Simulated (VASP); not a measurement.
A run of VASP 6.6.1 is set up as follows.

INCAR

```
PREC = Accurate
ENCUT = 520
EDIFF = 1E-6
ISMEAR = 0
SIGMA = 0.1
LREAL = False
LASPH = True
NELM = 100
ALGO = Fast
ISIF = 2
LWAVE = False
LCHARG = False
GGA = PE
NBANDS = 27
```

Contents of KPOINTS:

```
regular mesh
0
Gamma
  6 6 4
```

POSCAR

```
Li3Os
1.0
    5.0856127057      0.0000000001      0.0000000000
   -2.5428063529      4.4042697970      0.0000000000
    0.0000000000      0.0000000000      4.8651199585
Li Os
6 2
Direct
    0.4997203259      0.4997203259      0.2500000000
    0.0000000000      0.4997203259      0.7500000000
    0.5002796741      0.0000000000      0.2500000000
    0.5002796741      0.5002796741      0.7500000000
    0.0000000000      0.5002796741      0.2500000000
    0.4997203259      0.0000000000      0.7500000000
    0.0000000000      0.0000000000      0.0000000000
    0.0000000000      0.0000000000      0.5000000000
```

Potentials or basis: VASP PAW PBE potentials, release 64 (Li_sv, Os).

Launch:

```sh
$ cat potpaw_PBE.64/Li_sv/POTCAR potpaw_PBE.64/Os/POTCAR > POTCAR
$ mpirun -np 1 vasp_std > vasp.out
```

Task: What does it give for the band gap on the k mesh?

Result: Zero (band 17 reaches 3.54 eV, above the bottom of band 18 at 1.92 eV).

Caveat: spin-orbit coupling is left out, which moves the levels of the heavy elements.
